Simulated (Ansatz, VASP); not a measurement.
MgI2: VASP beside Ansatz

File INCAR:

```
SYSTEM = MgI2
  PREC = Accurate
  ENCUT = 520
  EDIFF = 1E-6
  ISMEAR = 0
  SIGMA = 0.05
  LREAL = .False.
  LASPH = .True.
  NELM = 60
  ALGO = Normal
  ISIF = 2
  LWAVE = .False.
  LCHARG = .True.
  LDIPOL = .True.
  IDIPOL = 3
  DIPOL = 0.5 0.5 0.404
  GGA = PE
  IVDW = 12
  LELF = .True.
  LVHAR = .True.
  LVACPOTAV = .True.
  NBANDS = 25
```

File KPOINTS:

```
regular mesh
0
Gamma
  9 9 1
  0 0 0
```

Contents of POSCAR:

```
MgI2
1.0
    4.1311064662      0.0000000000      0.0000000000
   -2.0655532331      3.5776431455      0.0000000000
    0.0000000000      0.0000000000     24.2265088138
I Mg
4 2
Direct
    0.3333333333      0.6666666667      0.1857469450
    0.6666666667      0.3333333333      0.3245723297
    0.6666666667      0.7777777778      0.4826636185
    0.3333333333      1.1111111111      0.6214890032
    0.0000000000      0.0000000000      0.2551596374
    1.0000000000      1.4444444444      0.5520763108
```

Input for Ansatz:

```yaml
crystal:
  lattice:
    - [4.1311064662, 0.0, 0.0]
    - [-2.0655532331, 3.5776431455, 0.0]
    - [0.0, 0.0, 24.2265088138]
  atoms:
    - { symbol: I, position: [0.3333333333, 0.6666666667, 0.185746945] }
    - { symbol: Mg, position: [0.0, 0.0, 0.2551596374] }
    - { symbol: I, position: [0.6666666667, 0.3333333333, 0.3245723297] }
    - { symbol: I, position: [0.6666666667, 0.7777777778, 0.4826636185] }
    - { symbol: Mg, position: [1.0, 1.4444444444, 0.5520763108] }
    - { symbol: I, position: [0.3333333333, 1.1111111111, 0.6214890032] }
basis:
  ecutwfc: 420
kpoints:
  mp_grid: { grid: [9, 9, 1] }
hamiltonian:
  xc: pbe
  dispersion: d3bj
scf:
  occupations: { method: gaussian, width: 0.05 }
output:
  forces: true
  eigenvalues: true
efield:
  axis: 3
  dipole_correction: true
  ramp_width: 0.04
```

Alike in both runs: task single point; functional PBE; dispersion D3(BJ); k mesh 9 × 9 × 1; occupations gaussian, width 0.05 eV; no spin polarisation.

|  | VASP | Ansatz |
| --- | --- | --- |
| version | VASP 6.6.1 | Ansatz 0.2.0 |
| potentials or method | VASP PAW PBE potentials, release 64 (I, Mg), cutoff 520 eV | scalar-relativistic, plane waves, PAW |
| valence electrons in the cell | 32 | 88 |

```tsv
	VASP	Ansatz	Ansatz less VASP
gap on the k mesh at the Fermi level (eV)	3.53	3.55	+0.017
least direct gap on the mesh (eV)	3.91	3.93	+0.014
rms of the force components (eV/Å)	0.010	0.011	+0.0011
```

VASP's potentials hold 32 valence electrons a cell and Ansatz's 88, so a difference there can come from the potentials and not from the codes.

Neither program's run includes spin-orbit coupling.
